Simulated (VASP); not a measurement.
Input of a VASP 6.6.1 run:

Contents of INCAR:

```
PREC = Accurate ; ENCUT = 520
EDIFF = 1E-7 ; ISMEAR = 0
SIGMA = 0.02 ; LREAL = F
LASPH = T ; NELM = 100
ALGO = Normal ; ISIF = 2
LWAVE = F ; LCHARG = F
GGA = PE ; NBANDS = 20
```

The input KPOINTS:

```
regular mesh
0
Gamma
  8 8 4
```

File POSCAR:

```
SnSe2
1.0
    3.8720328951      0.0031241592     -0.0030779566
    1.9333436220      3.3547845238      0.0251254987
    1.8704671200      0.6787726762      8.1311019014
Sn Se
1 2
Direct
    0.0000000000      0.0000000000      0.0000000000
    0.7394311722      0.7100471283      0.8038397376
    0.2605688278      0.2899528717      0.1961602624
```

Potentials or basis: VASP PAW PBE potentials, release 64 (Sn_d, Se).

Launch:

```bash
$ cat potpaw_PBE.64/Sn_d/POTCAR potpaw_PBE.64/Se/POTCAR > POTCAR
$ mpirun -np 1 vasp_std > vasp.out
```

**Question.** Estimate the largest force.

**Answer.** 0.013 eV/Å.

**Question.** Predict the band gap on the k mesh.

**Answer.** 0.74 eV (least direct gap 1.05 eV).

**Question.** Predict the pressure.

**Answer.** 0.0 GPa.

Forces on the atoms (eV/Å):
```
Sn   0.000  0.000  0.000
Se   0.000  0.000 -0.013
Se   0.000  0.000  0.013
```

Caveat: spin-orbit coupling is left out, which moves the levels of the heavy elements. A k mesh can miss the band edges.
